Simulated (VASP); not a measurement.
A run of VASP 6.6.1 is set up as follows.

The input INCAR:

```
SYSTEM = Zr
PREC     = Accurate       ! precision mode
ENCUT    = 520            ! plane-wave cutoff, eV
EDIFF    = 1E-7           ! SCF threshold, eV
ISMEAR   = -1             ! smearing method
SIGMA    = 0.1            ! smearing width, eV
LREAL    = .False.        ! projectors in reciprocal space
LASPH    = .True.         ! aspherical terms in the spheres
NELM     = 60             ! most SCF steps
ALGO     = Normal         ! electronic algorithm
ISIF     = 2              ! what is computed and relaxed
LWAVE    = .False.        ! write WAVECAR
LCHARG   = .False.        ! write CHGCAR
NBANDS   = 25             ! bands
```

Contents of KPOINTS:

```
Automatic mesh
0
Gamma
  8 8 12
  0 0 0
```

The input POSCAR:

```
Zr
1.0
    4.7923936558      0.0000000000      0.0000000000
   -2.3961968279      4.1503346508      0.0000000000
    0.0000000000      0.0000000000      2.9944739540
Zr
3
Direct
    1.0000000000      0.0000000000      1.0000000000
    0.3333333333      0.6666666667      0.5000000000
    0.6666666667      0.3333333333      0.5000000000
```

Potentials or basis: VASP PAW LDA potentials, release 64 (Zr_sv).

The run is started by

```bash
$ cat potpaw_LDA.64/Zr_sv/POTCAR > POTCAR
$ mpirun -np 1 vasp_std > vasp.out
```

Task: What does it give for the band gap on the k mesh?

Result: Zero (bands 18 and 19 overlap by 0.81 eV).

Task: Predict the pressure.

Result: 10.5 GPa.

Stress tensor (GPa, compression positive):
```
10.54  0.00  0.00
 0.00 10.54  0.00
 0.00  0.00 10.34
```

Caveat: the cell stands under pressure.
